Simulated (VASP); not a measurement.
# K (Im-3m) in VASP: further runs

The runs below take K through single point, with r2SCAN, BLYP+D3(BJ).

Everything below comes from runs of VASP 6.6.1. Logs are shortened: lines on timing, memory, paths and dates and some standing lists are left out, and cuts for length are marked.

### 1 The cell of the first run

Symmetry: Im-3m, No. 229, cubic system. The conventional cell has a = 5.466 Å, b = 5.466 Å, c = 5.466 Å, α = 90.00°, β = 90.00°, γ = 90.00°.

### 2 Single point, r2SCAN

POSCAR

```
K
1.0
   -2.7330567785      2.7330567785      2.7330567785
    2.7330567785     -2.7330567785      2.7330567785
    2.7330567785      2.7330567785     -2.7330567785
K
1
Direct
    0.0000000000      0.0000000000      0.0000000000
```

INCAR.step1

```
SYSTEM = K
ALGO = Normal ; EDIFF = 1E-4
ENCUT = 520 ; GGA = PE
ISMEAR = -1 ; LASPH = .TRUE.
LCHARG = .FALSE. ; LREAL = .FALSE.
LWAVE = .TRUE. ; NBANDS = 10
NELM = 60 ; PREC = Accurate
SIGMA = 0.05
```

INCAR.step2

```
SYSTEM = K
ALGO = Normal ; EDIFF = 1E-6
ENCUT = 520 ; ISIF = 2
ISMEAR = -1 ; ISTART = 1
LASPH = .TRUE. ; LCHARG = .FALSE.
LMIXTAU = .TRUE. ; LREAL = .FALSE.
LWAVE = .FALSE. ; METAGGA = R2SCAN
NBANDS = 10 ; NELM = 60
PREC = Accurate ; SIGMA = 0.05
```

KPOINTS

```
k-points
0
G
  7 7 7
  0 0 0
```

Potentials or basis: VASP PAW PBE potentials, release 64 (K_sv).

Started as:

```sh
$ cat potpaw_PBE.64/K_sv/POTCAR > POTCAR
$ cp INCAR.step1 INCAR
$ mpirun -np 1 vasp_std > vasp.out
$ cp INCAR.step2 INCAR
$ mpirun -np 1 vasp_std > vasp.out
```

OUTCAR:

```text
SYSTEM = K
   EDIFF = 1E-6
   ENCUT = 520
   ISIF = 2
   ISMEAR = -1
   ISTART = 1
   LASPH = .TRUE.
   LREAL = .FALSE.
   METAGGA = R2SCAN
   NELM = 60
   PREC = Accurate

 ion  position               nearest neighbor table
   1  0.000  0.000  0.000-

  LATTYP: Found a body centered cubic cell.
 ALAT       =     5.4661135570

  Lattice vectors:

 A1 = (  -2.7330567785,   2.7330567785,   2.7330567785)
 A2 = (   2.7330567785,  -2.7330567785,   2.7330567785)
 A3 = (   2.7330567785,   2.7330567785,  -2.7330567785)

Analysis of symmetry for initial positions (statically):
=====================================================================
 Subroutine PRICEL returns:
 Original cell was already a primitive cell.

 Routine SETGRP: Setting up the symmetry group for a
 body centered cubic supercell.

 Subroutine GETGRP returns: Found 48 space group operations
 (whereof 48 operations were pure point group operations)
 out of a pool of 48 trial point group operations.

The static configuration has the point symmetry O_h .

Analysis of symmetry for dynamics (positions and initial velocities):
=====================================================================
 Subroutine PRICEL returns:
 Original cell was already a primitive cell.

 Routine SETGRP: Setting up the symmetry group for a
 body centered cubic supercell.

 Subroutine GETGRP returns: Found 48 space group operations
 (whereof 48 operations were pure point group operations)
 out of a pool of 48 trial point group operations.

The dynamic configuration has the point symmetry O_h .

 Subroutine INISYM returns: Found 48 space group operations
 (whereof 48 operations are pure point group operations),
 and found     1 'primitive' translations

----------------------------------------------------------------------------------------

                                     Primitive cell

  volume of cell :      81.6594

  direct lattice vectors                    reciprocal lattice vectors
    -2.733056778  2.733056778  2.733056778     0.000000000  0.182945339  0.182945339
     2.733056778 -2.733056778  2.733056778     0.182945339  0.000000000  0.182945339
     2.733056778  2.733056778 -2.733056778     0.182945339  0.182945339  0.000000000

  length of vectors
     4.733793200  4.733793200  4.733793200     0.258723780  0.258723780  0.258723780

  position of ions in fractional coordinates (direct lattice)
     0.000000000  0.000000000  0.000000000

  ion indices of the primitive-cell ions
   primitive index   ion index
                 1           1

----------------------------------------------------------------------------------------

 KPOINTS: k-points

Automatic generation of k-mesh.
 Grid dimensions read from file:
 generate k-points for:    7    7    7

 Generating k-lattice:

  Cartesian coordinates                     Fractional coordinates (reciprocal lattice)
     0.000000000  0.026135048  0.026135048     0.142857143  0.000000000  0.000000000
     0.026135048  0.000000000  0.026135048     0.000000000  0.142857143  0.000000000
     0.026135048  0.026135048  0.000000000     0.000000000  0.000000000  0.142857143

  Length of vectors
     0.036960540  0.036960540  0.036960540

  Shift w.r.t. Gamma in fractional coordinates (k-lattice)
     0.000000000  0.000000000  0.000000000

 Subroutine IBZKPT returns following result:
 ===========================================

 Found     20 irreducible k-points:

 Following reciprocal coordinates:
            Coordinates               Weight
  0.000000  0.000000  0.000000      1.000000
  0.142857  0.000000  0.000000     12.000000
  0.285714  0.000000  0.000000     12.000000
  0.428571  0.000000  0.000000     12.000000
  0.142857  0.142857  0.000000     24.000000
  0.285714  0.142857  0.000000     48.000000
[... 12 lines left out ...]
 -0.428571 -0.428571  0.285714      8.000000
 -0.428571  0.428571  0.428571      6.000000
   k-points           NKPTS =     20   k-points in BZ     NKDIM =     20   number of bands    NBANDS=     10
   number of dos      NEDOS =    301   number of ions     NIONS =      1
   total plane-waves  NPLWV =  46656
   dimension x,y,z NGX =    36 NGY =   36 NGZ =   36
   dimension x,y,z NGXF=    72 NGYF=   72 NGZF=   72
   ions per type =               1
   NGX,Y,Z   is equivalent  to a cutoff of  12.64, 12.64, 12.64 a.u.
   NGXF,Y,Z  is equivalent  to a cutoff of  25.29, 25.29, 25.29 a.u.
 SYSTEM =  K
   PREC   = accura    normal or accurate (medium, high low for compatibility)
   ISTART =      1    job   : 0-new  1-cont  2-samecut
   ICHARG =      0    charge: 1-file 2-atom 10-const
   ISPIN  =      1    spin polarized calculation?
   LNONCOLLINEAR =      F non collinear calculations
   LSORBIT =      F    spin-orbit coupling
   LASPH  =      T    aspherical Exc in radial PAW
   ENCUT  =  520.0 eV  38.22 Ry    6.18 a.u.   8.80  8.80  8.80*2*pi/ulx,y,z
   NELM   =     60;   NELMIN=  2; NELMDL=  0     # of ELM steps
   EDIFF  = 0.1E-05   stopping-criterion for ELM
   LREAL  =      F    real-space projection
[... 7 lines left out ...]
   TEBEG  =    0.0;   TEEND  =   0.0 temperature during run
   PSTRESS=    0.0 pullay stress
   NELECT =       9.0000    total number of electrons
   NUPDOWN=      -1.0000    fix difference up-down
   EMIN   =  10.00;   EMAX   =-10.00  energy-range for DOS
   EFERMI =   0.00;   METHOD = LEGACY
   ISMEAR =    -1;   SIGMA  =   0.05  broadening in eV -4-tet -1-fermi 0-gaus
   EFERMI_NEDOS =   21; number of points for ismear=-14 and -15
   IALGO  =     38    algorithm
   IMIX   =      4    mixing-type and parameters
     AMIX     =   0.40;   BMIX     =  1.00
     AMIX_MAG =   1.60;   BMIX_MAG =  1.00
  volume/ion in A,a.u.               =      81.66       551.06
  Fermi-wavevector in a.u.,A,eV,Ry     =   0.784911  1.483266  8.382347  0.616085
  Thomas-Fermi vector in A             =   1.889140
   LORBIT       =      0    0 simple, 1 ext, 2 COOP (PROOUT), +10 PAW based schemes
   METAGGA = R2SCAN    functional components
   LHFCALC =     F    Hartree Fock is set to
   AEXX    =    0.0000 exact exchange contribution
   IVDW    =     0    specifies the selected vdW correction
   LEPSILON=     F    determine dielectric tensor
   LRPA    =     F    only Hartree local field effects (RPA)
 non-spin polarized calculation
  energy-cutoff  :      520.00
  volume of cell :       81.66
 maximum number of plane-waves:      2214
   NGX = 17   NGY = 17   NGZ = 17

 number of electron       8.9999999 magnetization

 Free energy of the ion-electron system (eV)
  ---------------------------------------------------
  ext. energy  EPLUGINS =         0.00000000
  ---------------------------------------------------
  free energy    TOTEN  =        -6.01348413 eV

  energy without entropy =       -6.00663810  energy(sigma->0) =       -6.01006112

 E-fermi :  -0.2927     XC(G=0):  -5.6487

 val. band max:       -0.3627540566   @ k =   0.4286   0.0000   0.0000
 cond. band min:      -0.1553452018   @ k =  -0.4286   0.4286   0.1429
 fundamental gap:      0.2074088549
 Fermi energy:        -0.2926914245

 k-point     1 :       0.0000    0.0000    0.0000
  band No.  band energies     occupation
      1     -34.0103      2.00000
      2     -16.6869      2.00000
      3     -16.6869      2.00000
      4     -16.6869      2.00000
      5      -2.4390      2.00000
      6       4.3643      0.00000
      7       4.3643      0.00000
      8       4.3643      0.00000
      9       5.2666      0.00000
     10       5.2666      0.00000

 k-point     2 :       0.1429    0.0000    0.0000
  band No.  band energies     occupation
      1     -34.0098      2.00000
      2     -16.6960      2.00000
      3     -16.6900      2.00000
      4     -16.6869      2.00000
      5      -2.1908      2.00000
      6       3.8407      0.00000
      7       4.0438      0.00000
      8       4.5497      0.00000
      9       5.0122      0.00000
     10       5.1933      0.00000

 k-point     3 :       0.2857    0.0000    0.0000
  band No.  band energies     occupation
      1     -34.0087      2.00000
      2     -16.7163      2.00000
      3     -16.6968      2.00000
      4     -16.6869      2.00000
      5      -1.4726      2.00000
      6       2.4755      0.00000
      7       3.5233      0.00000
      8       5.0917      0.00000
      9       5.1029      0.00000
     10       5.1942      0.00000

 k-point     4 :       0.4286    0.0000    0.0000
  band No.  band energies     occupation
      1     -34.0078      2.00000
      2     -16.7323      2.00000
      3     -16.7023      2.00000
      4     -16.6869      2.00000
      5      -0.3628      1.60477
      6       1.0082      0.00000
      7       3.2066      0.00000
      8       4.9783      0.00000
      9       5.4975      0.00000
     10       5.9391      0.00000
[... 170 lines left out ...]
 k-point    18 :      -0.4286    0.4286    0.2857
  band No.  band energies     occupation
      1     -34.0065      2.00000
      2     -16.7248      2.00000
      3     -16.7134      2.00000
      4     -16.7083      2.00000
      5       0.4123      0.00000
      6       1.5800      0.00000
      7       3.0969      0.00000
      8       3.2181      0.00000
      9       4.3518      0.00000
     10       6.0294      0.00000

 k-point    19 :      -0.4286   -0.4286    0.2857
  band No.  band energies     occupation
      1     -34.0062      2.00000
      2     -16.7220      2.00000
      3     -16.7220      2.00000
      4     -16.7099      2.00000
      5       1.2294      0.00000
      6       1.2295      0.00000
      7       2.3638      0.00000
      8       3.8873      0.00000
      9       3.8874      0.00000
     10       5.8968      0.00000

 k-point    20 :      -0.4286    0.4286    0.4286
  band No.  band energies     occupation
      1     -34.0058      2.00000
      2     -16.7211      2.00000
      3     -16.7196      2.00000
      4     -16.7196      2.00000
      5       1.1591      0.00000
      6       1.6528      0.00000
      7       3.2104      0.00000
      8       3.2105      0.00000
      9       3.3319      0.00000
     10       6.0284      0.00000

------------------------ aborting loop because EDIFF is reached ----------------------------------------

  FORCE on cell =-STRESS in cart. coord.  units (eV):
  Direction    XX          YY          ZZ          XY          YZ          ZX
  --------------------------------------------------------------------------------------
  -------------------------------------------------------------------------------------
  Total       -0.1157793     -0.1157793     -0.1157793      0.0000000     -0.0000000      0.0000000
  in kB       -2.2716203     -2.2716203     -2.2716203      0.0000000     -0.0000000      0.0000000
  external PRESSURE =      -2.2716203 kB  Pullay stress =       0.0000000 kB

 VOLUME and BASIS-vectors are now :
 -----------------------------------------------------------------------------
  energy-cutoff  :      520.00
  volume of cell :       81.66
      direct lattice vectors                 reciprocal lattice vectors
    -2.733056778  2.733056778  2.733056778     0.000000000  0.182945339  0.182945339
     2.733056778 -2.733056778  2.733056778     0.182945339  0.000000000  0.182945339
     2.733056778  2.733056778 -2.733056778     0.182945339  0.182945339  0.000000000

 POSITION                                       TOTAL-FORCE (eV/Angst)
 -----------------------------------------------------------------------------------
      0.00000      0.00000      0.00000         0.000000     -0.000000      0.000000
 -----------------------------------------------------------------------------------
    total drift:                               -0.000000     -0.000000      0.000000

  FREE ENERGIE OF THE ION-ELECTRON SYSTEM (eV)
  ---------------------------------------------------
  free  energy   TOTEN  =        -6.0134841329 eV

  energy  without entropy=       -6.0066380982  energy(sigma->0) =       -6.01006112
```

It took 2.7 min on 1 thread of AMD EPYC 7R13, shared host; peak memory 0.18 GiB.

Results:

```
Free energy : -6.0135 eV
Pressure    : -0.2 GPa
```

Levels at points of the mesh, in eV from the Fermi level:
| k point | band 2 | band 3 | band 4 | band 5 | band 6 | band 7 | band 8 | band 9 |
| --- | --- | --- | --- | --- | --- | --- | --- | --- |
| (0.00, 0.00, 0.00) | -16.39 | -16.39 | -16.39 | -2.15 | 4.66 | 4.66 | 4.66 | 5.56 |

Caveat: the PAW data sets were made with another functional, which shifts forces and pressure a little.

### 3 Single point, r2SCAN

This run uses another cell than the first one, of 83.23 Å³/atom, 1.019 times its volume.

POSCAR

```
K
1.0
   -2.7504652529      2.7504652529      2.7504652529
    2.7504652529     -2.7504652529      2.7504652529
    2.7504652529      2.7504652529     -2.7504652529
K
1
Direct
    0.0000000000      0.0000000000      0.0000000000
```

INCAR.step1

```
SYSTEM = K
PREC = Accurate ; ENCUT = 520
ISMEAR = -1 ; SIGMA = 0.05
LREAL = .FALSE. ; LASPH = .TRUE.
NELM = 80 ; NBANDS = 10
GGA = PE ; ALGO = Normal
EDIFF = 1E-4 ; LWAVE = .TRUE.
LCHARG = .FALSE.
```

INCAR.step2

```
SYSTEM = K
PREC = Accurate ; ENCUT = 520
EDIFF = 1E-6 ; ISMEAR = -1
SIGMA = 0.05 ; LREAL = .FALSE.
LASPH = .TRUE. ; NELM = 80
ALGO = Normal ; ISIF = 2
LWAVE = .FALSE. ; LCHARG = .FALSE.
METAGGA = R2SCAN ; LMIXTAU = .TRUE.
NBANDS = 10 ; ISTART = 1
```

KPOINTS

```
Automatic mesh
0
G
  7 7 7
  0 0 0
```

Potentials or basis: VASP PAW PBE potentials, release 64 (K_sv).

Started as:

```sh
$ cat potpaw_PBE.64/K_sv/POTCAR > POTCAR
$ cp INCAR.step1 INCAR
$ mpirun -np 1 vasp_std > vasp.out
$ cp INCAR.step2 INCAR
$ mpirun -np 1 vasp_std > vasp.out
```

Wall time 2.9 min (1 thread of AMD EPYC 7R13, shared host); peak memory 0.18 GiB.

The run converged. Its results:

```yaml
Free_energy: -6.0113 eV
Pressure: -0.3 GPa
```

Levels at points of the mesh, in eV from the Fermi level:
| k point | band 3 | band 4 | band 5 | band 6 | band 7 | band 8 |
| --- | --- | --- | --- | --- | --- | --- |
| (0.00, 0.00, 0.00) | -16.41 | -16.41 | -2.12 | 4.64 | 4.64 | 4.64 |

Caveat: the PAW data sets were made with another functional, which shifts forces and pressure a little.

### 4 Single point, BLYP+D3(BJ), collinear spin, ferromagnetic start

INCAR

```
SYSTEM = K
  PREC = Accurate
  ENCUT = 520
  EDIFF = 1E-7
  ISMEAR = -1
  SIGMA = 0.1
  LREAL = .FALSE.
  LASPH = .TRUE.
  NELM = 150
  ALGO = Normal
  ISIF = 2
  LWAVE = .FALSE.
  LCHARG = .FALSE.
  ISPIN = 2
  MAGMOM = 0.5
  LORBIT = 11
  GGA = B5
  ALDAX = 1.0
  AGGAX = 1.0
  AGGAC = 1.0
  ALDAC = 0.0
  IVDW = 12
  VDW_S6 = 1.0
  VDW_S8 = 2.6996
  VDW_A1 = 0.4298
  VDW_A2 = 4.2359
  NBANDS = 14
```

KPOINTS

```
regular mesh
0
G
  7 7 7
  0 0 0
```

POSCAR

```
K
1.0
   -2.7330567785      2.7330567785      2.7330567785
    2.7330567785     -2.7330567785      2.7330567785
    2.7330567785      2.7330567785     -2.7330567785
K
1
Direct
    0.0000000000      0.0000000000      0.0000000000
```

Started as:

```sh
$ cat potpaw_PBE.64/K_sv/POTCAR > POTCAR
$ mpirun -np 1 vasp_std > vasp.out
```

Run time: 2.4 min. Hardware: 1 thread of AMD EPYC 7R13, shared host; peak memory 0.22 GiB.

The run converged. Its results:

```
Free energy                                           : -0.9689 eV
Pressure                                              : -0.8 GPa
Net moment                                            : 0.00 μB per cell
Valence electrons inside the program's atomic spheres : K 7.49
Dispersion energy per atom                            : -0.255 eV
```

Levels at points of the mesh, in eV from the Fermi level:
Spin up:
```csv
k point,band 3,band 4,band 5,band 6,band 7,band 8
"(0.00, 0.00, 0.00)",-15.87,-15.87,-2.02,3.94,3.94,3.94
```
Spin down:
| k point | band 1 | band 2 | band 3 | band 4 | band 5 | band 6 | band 7 | band 8 | band 9 | band 10 |
| --- | --- | --- | --- | --- | --- | --- | --- | --- | --- | --- |
| (0.00, 0.00, 0.00) | -32.33 | -15.87 | -15.87 | -15.87 | -2.02 | 3.94 | 3.94 | 3.94 | 4.79 | 4.79 |

Caveat: the PAW data sets were made with another functional, which shifts forces and pressure a little; pairwise dispersion overbinds metals, which lowers pressure and volume.

### 5 Overview

```csv
level,spin,cell,smearing,gap on the mesh (eV),pressure (GPa)
r2SCAN,off,"a = 4.734 Å, angles 109.5°, 1 atom",fermi-dirac 0.05 eV,none,-0.2
r2SCAN,off,"a = 4.764 Å, angles 109.5°, 1 atom",fermi-dirac 0.05 eV,none,-0.3
BLYP+D3(BJ),"collinear, ferromagnetic start","a = 4.734 Å, angles 109.5°, 1 atom",fermi-dirac 0.1 eV,none,-0.8
```

Alike in all rows: task single point; potentials or basis VASP PAW PBE potentials, release 64 (K_sv); k mesh 7 × 7 × 7; cutoff (eV) 520.

Caveats: the PAW data sets were made with another functional, which shifts forces and pressure a little; pairwise dispersion overbinds metals, which lowers pressure and volume (some runs).

Total energies depend on the potentials used, so only differences within one code and one set of settings carry meaning.
